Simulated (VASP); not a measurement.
A run of VASP 6.6.1 is set up as follows.

Contents of INCAR:

```
SYSTEM = Rh
ALGO = Normal
EDIFF = 1E-6
ENCUT = 500
GGA = PE
GGA_COMPAT = .False.
ISIF = 2
ISMEAR = -1
ISPIN = 2
LASPH = .True.
LCHARG = .True.
LELF = .True.
LMAXMIX = 4
LORBIT = 11
LREAL = .False.
LVHAR = .True.
LWAVE = .False.
MAGMOM = 0.72
NBANDS = 18
NELM = 200
PREC = Accurate
SIGMA = 0.1
```

KPOINTS

```
k-points
0
Gamma
  8 8 8
  0 0 0
```

POSCAR

```
Rh
1.0
   -1.5952990000      1.5952990000      1.5952990000
    1.5952990000     -1.5952990000      1.5952990000
    1.5952990000      1.5952990000     -1.5952990000
Rh
1
Direct
    0.0000000000      0.0000000000      0.0000000000
```

Potentials or basis: VASP PAW PBE potentials, release 64 (Rh_pv).

Command:

```sh
$ cat potpaw_PBE.64/Rh_pv/POTCAR > POTCAR
$ mpirun -np 1 vasp_std > vasp.out
```

Problem. What does it give for the site moments?

Solution. Rh +0.58 μB.

Problem. Estimate the net moment.

Solution. 0.58 μB per cell.

Problem. Predict the pressure.

Solution. -18.6 GPa.
